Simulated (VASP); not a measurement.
# LiAgC (P4/mmm) in VASP: a series of runs

The runs below take LiAgC through single point, relaxation of cell and atoms, with PBE.

Everything below comes from runs of VASP 6.6.1. Logs are shortened: lines on timing, memory, paths and dates and some standing lists are left out, and cuts for length are marked.

## (1) The cell of the first run

It takes space group P4/mmm (No. 123, tetragonal). Conventional cell: a = 3.088 Å, b = 3.088 Å, c = 4.128 Å, α = 90.00°, β = 90.00°, γ = 90.00°. Li (site symmetry 4/mmm) has 4 C at 2.18 Å within 2.9 Å. Ag (site symmetry 4/mmm) has 2 C at 2.06 Å within 2.7 Å. Within 2.7 Å of C (site symmetry 4/mmm) lie 2 Ag at 2.06 Å and 4 Li at 2.18 Å.

## (2) Single point, PBE

INCAR reads:

```
ALGO = Normal ; EDIFF = 1E-6
ENCUT = 520 ; GGA = PE
ISIF = 2 ; ISMEAR = 0
LASPH = T ; LCHARG = F
LREAL = F ; LWAVE = F
NBANDS = 16 ; NELM = 100
PREC = Accurate ; SIGMA = 0.1
```

KPOINTS reads:

```
k-points
0
Gamma
  16 16 12
```

POSCAR reads:

```
LiAgC
1.0
    3.0881151050      0.0000000000      0.0000000000
    0.0000000000      3.0881151050      0.0000000000
    0.0000000000      0.0000000000      4.1275460360
Li Ag C
1 1 1
Direct
    0.5000000000      0.5000000000      0.5000000000
    0.0000000000      0.0000000000      0.0000000000
    0.0000000000      0.0000000000      0.5000000000
```

Potentials or basis: VASP PAW PBE potentials, release 64 (Li_sv, Ag, C).

The run is started by

```bash
$ cat potpaw_PBE.64/Li_sv/POTCAR potpaw_PBE.64/Ag/POTCAR potpaw_PBE.64/C/POTCAR > POTCAR
$ mpirun -np 1 vasp_std > vasp.out
```

OUTCAR:

```text
EDIFF = 1E-6
   ENCUT = 520
   GGA = PE
   ISIF = 2
   ISMEAR = 0
   LASPH = T
   LREAL = F
   NELM = 100
   PREC = Accurate

 ion  position               nearest neighbor table
   1  0.500  0.500  0.500-   3 2.18   3 2.18   3 2.18   3 2.18   2 3.00   2 3.00   2 3.00   2 3.00
                             2 3.00   2 3.00   2 3.00   2 3.00
   2  0.000  0.000  0.000-   3 2.06   3 2.06   1 3.00   1 3.00   1 3.00   1 3.00   1 3.00   1 3.00
                             1 3.00   1 3.00
   3  0.000  0.000  0.500-   2 2.06   2 2.06   1 2.18   1 2.18   1 2.18   1 2.18

  LATTYP: Found a simple tetragonal cell.
 ALAT       =     3.0881151050
 C/A-ratio  =     1.3365907344

  Lattice vectors:

 A1 = (   3.0881151050,   0.0000000000,   0.0000000000)
 A2 = (   0.0000000000,   3.0881151050,   0.0000000000)
 A3 = (   0.0000000000,   0.0000000000,   4.1275460360)

Analysis of symmetry for initial positions (statically):
=====================================================================
 Subroutine PRICEL returns:
 Original cell was already a primitive cell.

 Routine SETGRP: Setting up the symmetry group for a
 simple tetragonal supercell.

 Subroutine GETGRP returns: Found 16 space group operations
 (whereof 16 operations were pure point group operations)
 out of a pool of 16 trial point group operations.

The static configuration has the point symmetry D_4h.

Analysis of symmetry for dynamics (positions and initial velocities):
=====================================================================
 Subroutine PRICEL returns:
 Original cell was already a primitive cell.

 Routine SETGRP: Setting up the symmetry group for a
 simple tetragonal supercell.

 Subroutine GETGRP returns: Found 16 space group operations
 (whereof 16 operations were pure point group operations)
 out of a pool of 16 trial point group operations.

The dynamic configuration has the point symmetry D_4h.

 Subroutine INISYM returns: Found 16 space group operations
 (whereof 16 operations are pure point group operations),
 and found     1 'primitive' translations

----------------------------------------------------------------------------------------

                                     Primitive cell

  volume of cell :      39.3622

  direct lattice vectors                    reciprocal lattice vectors
     3.088115105  0.000000000  0.000000000     0.323822126  0.000000000  0.000000000
     0.000000000  3.088115105  0.000000000     0.000000000  0.323822126  0.000000000
     0.000000000  0.000000000  4.127546036     0.000000000  0.000000000  0.242274705

  length of vectors
     3.088115105  3.088115105  4.127546036     0.323822126  0.323822126  0.242274705

  position of ions in fractional coordinates (direct lattice)
     0.500000000  0.500000000  0.500000000
     0.000000000  0.000000000  0.000000000
     0.000000000  0.000000000  0.500000000

  ion indices of the primitive-cell ions
   primitive index   ion index
                 1           1
                 2           2
                 3           3

----------------------------------------------------------------------------------------

 KPOINTS: k-points

Automatic generation of k-mesh.
 Grid dimensions read from file:
 generate k-points for:   16   16   12

 Generating k-lattice:

  Cartesian coordinates                     Fractional coordinates (reciprocal lattice)
     0.020238883  0.000000000  0.000000000     0.062500000  0.000000000  0.000000000
     0.000000000  0.020238883  0.000000000     0.000000000  0.062500000  0.000000000
     0.000000000  0.000000000  0.020189559     0.000000000  0.000000000  0.083333333

  Length of vectors
     0.020238883  0.020238883  0.020189559

  Shift w.r.t. Gamma in fractional coordinates (k-lattice)
     0.000000000  0.000000000  0.000000000

 Subroutine IBZKPT returns following result:
 ===========================================

 Found    315 irreducible k-points:

 Following reciprocal coordinates:
            Coordinates               Weight
  0.000000  0.000000  0.000000      1.000000
  0.062500  0.000000  0.000000      4.000000
  0.125000  0.000000  0.000000      4.000000
  0.187500  0.000000  0.000000      4.000000
  0.250000  0.000000  0.000000      4.000000
  0.312500  0.000000  0.000000      4.000000
[... 16 lines left out ...]
  0.437500  0.125000  0.000000      8.000000
  0.500000  0.125000  0.000000      4.000000
 [... further k-points ...]
   k-points           NKPTS =    315   k-points in BZ     NKDIM =    315   number of bands    NBANDS=     16
   number of dos      NEDOS =    301   number of ions     NIONS =      3
   total plane-waves  NPLWV =  18432
   dimension x,y,z NGX =    24 NGY =   24 NGZ =   32
   dimension x,y,z NGXF=    48 NGYF=   48 NGZF=   64
   ions per type =               1   1   1
   NGX,Y,Z   is equivalent  to a cutoff of  12.92, 12.92, 12.89 a.u.
   NGXF,Y,Z  is equivalent  to a cutoff of  25.84, 25.84, 25.78 a.u.
 SYSTEM =  unknown system
   PREC   = accura    normal or accurate (medium, high low for compatibility)
   ISTART =      0    job   : 0-new  1-cont  2-samecut
   ICHARG =      2    charge: 1-file 2-atom 10-const
   ISPIN  =      1    spin polarized calculation?
   LNONCOLLINEAR =      F non collinear calculations
   LSORBIT =      F    spin-orbit coupling
   LASPH  =      T    aspherical Exc in radial PAW
   ENCUT  =  520.0 eV  38.22 Ry    6.18 a.u.   5.74  5.74  7.67*2*pi/ulx,y,z
   NELM   =    100;   NELMIN=  2; NELMDL= -5     # of ELM steps
   EDIFF  = 0.1E-05   stopping-criterion for ELM
   LREAL  =      F    real-space projection
   EDIFFG = 0.1E-04   stopping-criterion for IOM
   NSW    =      0    number of steps for IOM
   IBRION =     -1    ionic relax: 0-MD 1-quasi-New 2-CG
   NFREE  =      0    steps in history (QN), initial steepest desc. (CG)
   ISIF   =      2    stress and relaxation
   ISYM   =      2    0-nonsym 1-usesym 2-fastsym
   POTIM  = 0.5000    time-step for ionic-motion
   TEBEG  =    0.0;   TEEND  =   0.0 temperature during run
   PSTRESS=    0.0 pullay stress
   NELECT =      18.0000    total number of electrons
   NUPDOWN=      -1.0000    fix difference up-down
   EMIN   =  10.00;   EMAX   =-10.00  energy-range for DOS
   EFERMI =   0.00;   METHOD = LEGACY
   ISMEAR =     0;   SIGMA  =   0.10  broadening in eV -4-tet -1-fermi 0-gaus
   EFERMI_NEDOS =   21; number of points for ismear=-14 and -15
   IALGO  =     38    algorithm
   IMIX   =      4    mixing-type and parameters
     AMIX     =   0.40;   BMIX     =  1.00
     AMIX_MAG =   1.60;   BMIX_MAG =  1.00
  volume/ion in A,a.u.               =      13.12        88.54
  Fermi-wavevector in a.u.,A,eV,Ry     =   1.261264  2.383444 21.643973  1.590787
  Thomas-Fermi vector in A             =   2.394732
   LORBIT       =      0    0 simple, 1 ext, 2 COOP (PROOUT), +10 PAW based schemes
   GGA     = PE    functional components
   LHFCALC =     F    Hartree Fock is set to
   AEXX    =    0.0000 exact exchange contribution
   IVDW    =     0    specifies the selected vdW correction
   LEPSILON=     F    determine dielectric tensor
   LRPA    =     F    only Hartree local field effects (RPA)
 non-spin polarized calculation
 Gauss-broadening in eV      SIGMA  =   0.10
  energy-cutoff  :      520.00
  volume of cell :       39.36
 maximum number of plane-waves:      1076
 NGX is ok and might be reduce to    24
   NGX = 11   NGY = 11   NGZ = 15

 number of electron      17.9999997 magnetization

 Free energy of the ion-electron system (eV)
  ---------------------------------------------------
  ext. energy  EPLUGINS =         0.00000000
  ---------------------------------------------------
  free energy    TOTEN  =       -10.95776515 eV

  energy without entropy =      -10.95084652  energy(sigma->0) =      -10.95430583

 E-fermi :   4.8675     XC(G=0): -10.5288

 val. band max:        4.8633042439   @ k =   0.2500   0.2500   0.4167
 cond. band min:       4.8736371407   @ k =   0.3750   0.3125   0.5000
 fundamental gap:      0.0103328968
 Fermi energy:         4.8675071084

 k-point     1 :       0.0000    0.0000    0.0000
  band No.  band energies     occupation
      1     -39.9540      2.00000
      2      -6.5519      2.00000
      3      -0.6194      2.00000
      4      -0.4385      2.00000
      5       0.5176      2.00000
      6       0.5176      2.00000
[... 8 lines left out ...]
     15      17.8317      0.00000
     16      17.8317      0.00000

 k-point     2 :       0.0625    0.0000    0.0000
  band No.  band energies     occupation
      1     -39.9537      2.00000
      2      -6.5305      2.00000
      3      -0.5836      2.00000
      4      -0.4129      2.00000
      5       0.4755      2.00000
      6       0.5202      2.00000
[... 8 lines left out ...]
     15      17.7409      0.00000
     16      17.8562      0.00000

 k-point     3 :       0.1250    0.0000    0.0000
  band No.  band energies     occupation
      1     -39.9529      2.00000
      2      -6.4684      2.00000
      3      -0.5112      2.00000
      4      -0.3064      2.00000
      5       0.3654      2.00000
      6       0.5275      2.00000
[... 8 lines left out ...]
     15      17.8948      0.00000
     16      17.9226      0.00000

 k-point     4 :       0.1875    0.0000    0.0000
  band No.  band energies     occupation
      1     -39.9518      2.00000
      2      -6.3727      2.00000
      3      -0.4513      2.00000
      4      -0.0858      2.00000
      5       0.2204      2.00000
      6       0.5384      2.00000
[... 8 lines left out ...]
     15      17.8484      0.00000
     16      18.6771      0.00000

 k-point     5 :       0.2500    0.0000    0.0000
  band No.  band energies     occupation
      1     -39.9503      2.00000
      2      -6.2550      2.00000
      3      -0.3993      2.00000
      4       0.0703      2.00000
      5       0.2180      2.00000
      6       0.5513      2.00000
[... 8 lines left out ...]
     15      17.6213      0.00000
     16      19.3653      0.00000

 k-point     6 :       0.3125    0.0000    0.0000
  band No.  band energies     occupation
      1     -39.9489      2.00000
      2      -6.1315      2.00000
      3      -0.3516      2.00000
      4      -0.0639      2.00000
      5       0.5643      2.00000
      6       0.5651      2.00000
[... 8 lines left out ...]
     15      17.2475      0.00000
     16      18.8169      0.00000

 k-point     7 :       0.3750    0.0000    0.0000
  band No.  band energies     occupation
      1     -39.9476      2.00000
      2      -6.0215      2.00000
      3      -0.3115      2.00000
      4      -0.1685      2.00000
      5       0.5753      2.00000
      6       0.6041      2.00000
[... 8 lines left out ...]
     15      16.8642      0.00000
     16      18.4399      0.00000

 k-point     8 :       0.4375    0.0000    0.0000
  band No.  band energies     occupation
      1     -39.9468      2.00000
      2      -5.9451      2.00000
      3      -0.2844      2.00000
      4      -0.2345      2.00000
      5       0.5553      2.00000
      6       0.5827      2.00000
[... 8 lines left out ...]
     15      16.5899      0.00000
     16      18.2241      0.00000

 k-point     9 :       0.5000    0.0000    0.0000
  band No.  band energies     occupation
      1     -39.9465      2.00000
      2      -5.9176      2.00000
      3      -0.2749      2.00000
      4      -0.2570      2.00000
      5       0.5384      2.00000
      6       0.5853      2.00000
[... 8 lines left out ...]
     15      16.4915      0.00000
     16      18.1546      0.00000
[... 172 lines left out ...]
 k-point    19 :       0.1875    0.1250    0.0000
  band No.  band energies     occupation
      1     -39.9507      2.00000
      2      -6.2827      2.00000
      3      -0.2542      2.00000
      4      -0.0614      2.00000
      5       0.2242      2.00000
      6       0.4207      2.00000
[... 8 lines left out ...]
     15      16.9578      0.00000
     16      19.2561      0.00000

 k-point    20 :       0.2500    0.1250    0.0000
  band No.  band energies     occupation
      1     -39.9492      2.00000
      2      -6.1604      2.00000
      3      -0.2084      2.00000
      4       0.0864      2.00000
      5       0.2148      2.00000
      6       0.4326      2.00000
[... 8 lines left out ...]
     15      16.7795      0.00000
     16      19.2685      0.00000

 k-point    21 :       0.3125    0.1250    0.0000
  band No.  band energies     occupation
      1     -39.9478      2.00000
      2      -6.0318      2.00000
      3      -0.1624      2.00000
      4      -0.0414      2.00000
      5       0.4083      2.00000
      6       0.4481      2.00000
[... 8 lines left out ...]
     15      16.5033      0.00000
     16      18.7607      0.00000

 k-point    22 :       0.3750    0.1250    0.0000
  band No.  band energies     occupation
      1     -39.9466      2.00000
      2      -5.9171      2.00000
      3      -0.1423      2.00000
      4      -0.1202      2.00000
      5       0.3993      2.00000
      6       0.4621      2.00000
[... 8 lines left out ...]
     15      16.2846      0.00000
     16      18.3961      0.00000

 k-point    23 :       0.4375    0.1250    0.0000
  band No.  band energies     occupation
      1     -39.9457      2.00000
      2      -5.8370      2.00000
      3      -0.2065      2.00000
      4      -0.0889      2.00000
      5       0.3552      2.00000
      6       0.4716      2.00000
[... 8 lines left out ...]
     15      16.2124      0.00000
     16      18.1829      0.00000

 k-point    24 :       0.5000    0.1250    0.0000
  band No.  band energies     occupation
      1     -39.9454      2.00000
      2      -5.8082      2.00000
      3      -0.2285      2.00000
      4      -0.0769      2.00000
      5       0.3367      2.00000
      6       0.4749      2.00000
[... 8 lines left out ...]
     15      16.2023      0.00000
     16      18.1134      0.00000

 [... further k-points ...]
[... 5 lines left out ...]
  --------------------------------------------------------------------------------------
  -------------------------------------------------------------------------------------
  Total       -0.0300038     -0.0300038     -0.0099380      0.0000000      0.0000000      0.0000000
  in kB       -1.2212599     -1.2212599     -0.4045096      0.0000000      0.0000000      0.0000000
  external PRESSURE =      -0.9490098 kB  Pullay stress =       0.0000000 kB

 VOLUME and BASIS-vectors are now :
 -----------------------------------------------------------------------------
  energy-cutoff  :      520.00
  volume of cell :       39.36
      direct lattice vectors                 reciprocal lattice vectors
     3.088115105  0.000000000  0.000000000     0.323822126  0.000000000  0.000000000
     0.000000000  3.088115105  0.000000000     0.000000000  0.323822126  0.000000000
     0.000000000  0.000000000  4.127546036     0.000000000  0.000000000  0.242274705

 POSITION                                       TOTAL-FORCE (eV/Angst)
 -----------------------------------------------------------------------------------
      1.54406      1.54406      2.06377         0.000000      0.000000      0.000000
      0.00000      0.00000      0.00000         0.000000      0.000000      0.000000
      0.00000      0.00000      2.06377         0.000000      0.000000      0.000000
 -----------------------------------------------------------------------------------
    total drift:                                0.000000      0.000000     -0.000000

  FREE ENERGIE OF THE ION-ELECTRON SYSTEM (eV)
  ---------------------------------------------------
  free  energy   TOTEN  =       -10.9577651491 eV

  energy  without entropy=      -10.9508465198  energy(sigma->0) =      -10.95430583
```

Wall time 47 s (1 thread of Intel Xeon 6975P-C (Granite Rapids), shared host); peak memory 0.32 GiB.

Results:

- Free energy: -10.9578 eV
- Band gap on the k mesh: zero (band 9 reaches 6.41 eV, above the bottom of band 10 at 3.88 eV)

Levels at points of the mesh, in eV from the Fermi level:
| k point | band 6 | band 7 | band 8 | band 9 | band 10 | band 11 | band 12 | band 13 |
| --- | --- | --- | --- | --- | --- | --- | --- | --- |
| (0.00, 0.00, 0.00) | -4.35 | -3.85 | -2.44 | 0.37 | 0.37 | 1.52 | 8.17 | 10.85 |
| (0.50, 0.00, 0.00) | -4.28 | -3.44 | -2.95 | -1.27 | 1.19 | 3.44 | 4.89 | 7.74 |
| (0.50, 0.50, 0.00) | -3.41 | -3.09 | -3.09 | -2.31 | -0.52 | 6.46 | 6.46 | 6.91 |
| (0.00, 0.00, 0.50) | -4.78 | -4.78 | -3.85 | 1.54 | 1.54 | 7.20 | 7.24 | 10.47 |
| (0.50, 0.00, 0.50) | -4.64 | -4.31 | -0.89 | -0.56 | 0.13 | 2.19 | 8.87 | 9.55 |
| (0.50, 0.50, 0.50) | -5.27 | -3.40 | -0.75 | -0.75 | 1.34 | 3.77 | 3.77 | 6.91 |

Caveat: the cutoff is under 1.25 times the usual one of these potentials, so pressure, stress and relaxed cells hold a basis-set (Pulay) error.

## (3) Relaxation of cell and atoms, PBE

This run uses another cell than the first one, of 13.09 Å³/atom, 0.997 times its volume.

INCAR reads:

```
PREC = Accurate
ENCUT = 600
EDIFF = 1E-6
ISMEAR = 0
SIGMA = 0.1
LREAL = F
LASPH = T
NELM = 100
ALGO = Normal
ISIF = 3
LWAVE = F
LCHARG = F
GGA = PE
IBRION = 2
NSW = 100
EDIFFG = -0.01
```

KPOINTS reads:

```
regular mesh
0
Gamma
  16 16 12
```

POSCAR reads:

```
LiAgC
1.0
    3.0699778750      0.0000000000      0.0000000000
    0.0000000000      3.0699778750      0.0000000000
    0.0000000000      0.0000000000      4.1654689450
Li Ag C
1 1 1
Direct
    0.5000000000      0.5000000000      0.5000000000
    0.0000000000      0.0000000000      0.0000000000
    0.0000000000      0.0000000000      0.5000000000
```

Potentials or basis: VASP PAW PBE potentials, release 64 (Li_sv, Ag, C).

The run is started by

```bash
$ cat potpaw_PBE.64/Li_sv/POTCAR potpaw_PBE.64/Ag/POTCAR potpaw_PBE.64/C/POTCAR > POTCAR
$ mpirun -np 1 vasp_std > vasp.out
```

Wall time 3.6 min (1 thread of Intel Xeon 6975P-C (Granite Rapids), shared host); peak memory 0.37 GiB.

It converged, with:

| Item | Value |
| --- | --- |
| Free energy | -10.9575 eV |
| Relaxed volume | 13.08 Å³/atom |
| Relaxed cell | a = 3.083 Å, b = 3.083 Å, c = 4.127 Å, α = 90.00°, β = 90.00°, γ = 90.00° |
| Space group after relaxing (to 0.05 Å) | P4/mmm (No. 123) |
| Energy gained by relaxing | 1.0 meV/atom |
| Ionic steps | 6 |
| Pressure after relaxing | 0.0 GPa |
| Band gap on the k mesh | zero (band 9 reaches 6.45 eV, above the bottom of band 10 at 3.91 eV) |

Stress tensor (GPa, compression positive):
```
0.02 0.00 0.00
0.00 0.02 0.00
0.00 0.00 0.10
```

The path:
```tsv
step	energy change (eV)	largest force (eV/Å)	pressure (GPa)	volume (Å³)
1	0.0000	0.0000	-0.79	39.26
2	-0.0026	0.0000	0.61	38.89
3	-0.0028	0.0000	0.26	38.97
4	-0.0028	0.0000	0.31	38.96
5	-0.0030	0.0000	0.21	39.08
6	-0.0031	0.0000	0.05	39.23
```

Final structure:
```cif
data_structure
_symmetry_space_group_name_H-M 'P 1'
_symmetry_Int_Tables_number 1
_cell_length_a 3.0831
_cell_length_b 3.0831
_cell_length_c 4.1268
_cell_angle_alpha 90.000
_cell_angle_beta 90.000
_cell_angle_gamma 90.000
_cell_volume 39.23
loop_
_atom_site_label
_atom_site_type_symbol
_atom_site_fract_x
_atom_site_fract_y
_atom_site_fract_z
_atom_site_occupancy
Li1 Li 0.50000 0.50000 0.50000 1
Ag1 Ag 0.00000 0.00000 0.00000 1
C1 C 0.00000 0.00000 0.50000 1
```

Levels at points of the mesh, in eV from the Fermi level:
```csv
k point,band 7,band 8,band 9,band 10,band 11,band 12
"(0.00, 0.00, 0.00)",-3.85,-2.46,0.37,0.37,1.52,8.18
"(0.50, 0.00, 0.00)",-3.46,-2.95,-1.28,1.20,3.44,4.90
"(0.50, 0.50, 0.00)",-3.10,-3.10,-2.30,-0.52,6.47,6.47
"(0.00, 0.00, 0.50)",-4.78,-3.85,1.55,1.55,7.22,7.25
"(0.50, 0.00, 0.50)",-4.32,-0.89,-0.57,0.12,2.20,8.90
"(0.50, 0.50, 0.50)",-3.40,-0.76,-0.76,1.35,3.77,3.77
```

Caveat: the cutoff is under 1.25 times the usual one of these potentials, so pressure, stress and relaxed cells hold a basis-set (Pulay) error.
